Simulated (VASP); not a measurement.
La: single point with r2SCAN

Crystal: La.

```
La
1.0
     3.79602    0.00000    0.00000
    -1.89801    3.28745    0.00000
     0.00000    0.00000    5.99859
La
2
Cartesian
  0.0000 2.1916 4.4989
  1.8980 1.0958 1.4996
```

```json
{
 "Program": "VASP 6.6.1",
 "Task": "single point",
 "Functional": "r2SCAN",
 "Potentials or basis": "VASP PAW PBE potentials, release 64 (La)",
 "Cutoff": "520 eV",
 "k mesh": "14 × 14 × 8",
 "Occupations": "gaussian, width 0.05 eV",
 "Spin": "no spin polarisation",
 "Dipole correction": "no",
 "Further INCAR settings": "ALGO = Normal; EDIFF = 1e-06; NBANDS = 18"
}
```

The pressure is 0.4 GPa and the band gap on the k mesh is zero (bands 11 and 12 overlap by 1.76 eV).

Levels at points of the mesh, in eV from the Fermi level:
| k point | band 7 | band 8 | band 9 | band 10 | band 11 | band 12 | band 13 | band 14 | band 15 | band 16 |
| --- | --- | --- | --- | --- | --- | --- | --- | --- | --- | --- |
| (0.00, 0.00, 0.00) | -16.61 | -16.53 | -3.31 | -1.83 | 1.37 | 1.42 | 1.42 | 1.81 | 1.90 | 1.90 |
| (0.50, 0.00, 0.00) | -16.92 | -16.76 | -1.68 | -1.19 | -1.15 | 1.19 | 1.26 | 1.56 | 1.77 | 2.14 |
| (0.00, 0.00, 0.50) | -16.72 | -16.72 | -1.89 | -1.89 | 0.68 | 0.68 | 1.46 | 1.46 | 1.46 | 1.46 |
| (0.50, 0.00, 0.50) | -16.91 | -16.91 | -1.71 | -1.71 | -0.30 | -0.30 | 1.80 | 1.80 | 1.99 | 1.99 |

It took 10 min on 1 thread of Intel(R) Xeon(R) Platinum 8488C (Sapphire Rapids), with other jobs on the host, peak memory 0.32 GiB.

Caveat: the PAW data sets were made with another functional, which shifts forces and pressure a little; spin-orbit coupling is left out, which moves the levels of the heavy elements.
